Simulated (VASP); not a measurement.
# Si: single point with PBE

The system is Si.

```
Si
1.0
     3.87060    0.00000    0.00000
    -1.93530    3.35203    0.00000
     0.00000    0.00000    6.35758
Si
4
Direct
  0.33333 0.66667 0.99954
  0.66667 0.33333 0.49954
  0.33333 0.66667 0.37446
  0.66667 0.33333 0.87446
```

This cell differs from its parent crystal: strained cell.

| Item | Value |
| --- | --- |
| Program | VASP 6.6.1 |
| Task | single point |
| Functional | PBE |
| Potentials or basis | VASP PAW PBE potentials, release 64 (Si) |
| Cutoff | 520 eV |
| k mesh | 9 × 9 × 6 |
| Occupations | gaussian, width 0.02 eV |
| Spin | no spin polarisation |

```
Pressure               : -0.8 GPa
Band gap on the k mesh : 0.49 eV (least direct gap 0.91 eV)
```

Stress tensor (GPa, compression positive):
```
-1.15  0.00  0.00
 0.00 -1.15  0.00
 0.00  0.00 -0.16
```

Levels at points of the mesh, in eV from the valence-band top:
| k point | band 6 | band 7 | band 8 | band 9 | band 10 | band 11 |
| --- | --- | --- | --- | --- | --- | --- |
| (0.00, 0.00, 0.00) | -0.28 | 0.00 | 0.00 | 0.91 | 2.01 | 2.01 |
| (0.00, 0.00, 0.50) | -0.92 | -0.92 | -0.92 | 1.70 | 1.70 | 2.98 |

It took 89 s on 1 thread of Intel Xeon 8259CL, on a shared host, peak memory 0.21 GiB.

Caveat: the cell differs from its parent crystal (strained cell). A k mesh can miss the band edges.
